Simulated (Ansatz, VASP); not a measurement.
# One calculation of NaCl, two programs

```
Na Cl
1.0
     2.80211    0.00000    0.00000
     0.00000    2.80211    0.00000
     0.00000    0.00000    2.80211
Na Cl
1 1
Direct
  0.00000 0.00000 0.00000
  0.50000 0.50000 0.50000
```

Change from the starting cell: volume scaled by 0.9405, PAW files.

Alike in both runs: task electric field gradients; functional PBE; k mesh 9 × 9 × 9; occupations fermi-dirac, width 0.03 eV; no spin polarisation.

```csv
,VASP,Ansatz
version,VASP 6.6.1,Ansatz 0.2.0
potentials or method,"VASP PAW PBE potentials, release 64 (Na_pv, Cl)","PAW with Ansatz's default frozen-core files, scalar-relativistic"
plane-wave cutoff (eV),520,420
valence electrons in the cell,14,16
```

VASP gave:

```
gap on the k mesh at the Fermi level (eV) : 4.53
pressure (GPa)                            : 82.5
```

Task: What did Ansatz give for the same quantities?

Result: gap on the k mesh at the Fermi level (eV): 4.48; pressure (GPa): 82.1.

Both programs put the cell under a high pressure, so it lies far from rest at this level. VASP's potentials hold 14 valence electrons a cell and Ansatz's 16, so a difference there can come from the potentials and not from the codes.

Noted on VASP's run: the cell as given lies far from equilibrium.
